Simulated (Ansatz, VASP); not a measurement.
**One calculation of Co, two programs**

Contents of POSCAR:

```
Co
1.0
    0.0000000000      2.5172988839      2.5172988839
    2.5172988839      0.0000000000      2.5172988839
    2.5172988839      2.5172988839      0.0000000000
Co
2
Direct
    0.1250000000      0.1250000000      0.1250000000
    0.8750000000      0.8750000000      0.8750000000
```

The input INCAR.step1:

```
SYSTEM = Co
PREC = Accurate
ENCUT = 520
ISMEAR = -1
SIGMA = 0.05
LREAL = .FALSE.
LASPH = .TRUE.
NELM = 150
ISPIN = 2
MAGMOM = 1.918 1.918
LMAXMIX = 4
NBANDS = 20
GGA = PE
ALGO = Normal
EDIFF = 1E-4
LWAVE = .TRUE.
LCHARG = .FALSE.
```

INCAR.step2

```
SYSTEM = Co
PREC = Accurate
ENCUT = 520
EDIFF = 1E-7
ISMEAR = -1
SIGMA = 0.05
LREAL = .FALSE.
LASPH = .TRUE.
NELM = 150
ALGO = Normal
ISIF = 2
LWAVE = .FALSE.
LCHARG = .TRUE.
ISPIN = 2
MAGMOM = 1.918 1.918
LORBIT = 11
LMAXMIX = 4
METAGGA = R2SCAN
LMIXTAU = .TRUE.
LELF = .TRUE.
LVHAR = .TRUE.
NBANDS = 20
ISTART = 1
```

The input KPOINTS:

```
regular mesh
0
G
  18 18 18
  0 0 0
```

Input for Ansatz:

```yaml
crystal:
  lattice:
    - [0.0, 2.5172988839, 2.5172988839]
    - [2.5172988839, 0.0, 2.5172988839]
    - [2.5172988839, 2.5172988839, 0.0]
  atoms:
    - { symbol: Co, position: [0.125, 0.125, 0.125], spin: 1.918 }
    - { symbol: Co, position: [0.875, 0.875, 0.875], spin: 1.918 }
hamiltonian:
  xc: r2scan
  pseudopotentials:
    kind: paw
    azcp:
      Co: "pseudopotentials/Co.paw.azcp"
basis:
  ecutwfc: 500
  fft_grid_basis: typed
kpoints:
  mp_grid: { grid: [18, 18, 18], shift: [0, 0, 0] }
magnetization:
  spin_polarized: true
scf:
  occupations: { method: fermi_dirac, width: 0.05 }
```

Alike in both runs: task single point; functional r2SCAN; k mesh 18 × 18 × 18; occupations fermi-dirac, width 0.05 eV; collinear spin.

```csv
,VASP,Ansatz
version,VASP 6.6.1,Ansatz 0.2.0
potentials or method,"VASP PAW PBE potentials, release 64 (Co), cutoff 520 eV","plane waves (500 eV) with PAW, scalar-relativistic"
valence electrons in the cell,18,34
```

VASP gave:

- net moment per atom (μB): 1.82
- size of the moment on the site where the two differ most (μB): 1.84

Problem. What did Ansatz give for the same quantities?

Solution. net moment per atom (μB): 1.84; size of the moment on the site where the two differ most (μB): 1.92.

VASP's potentials were made for PBE, not for r2SCAN. Site moments also hang on the region over which each program counts them. VASP's potentials hold 18 valence electrons a cell and Ansatz's 34, so a difference there can come from the potentials and not from the codes. Ansatz's warnings: stability check not made.
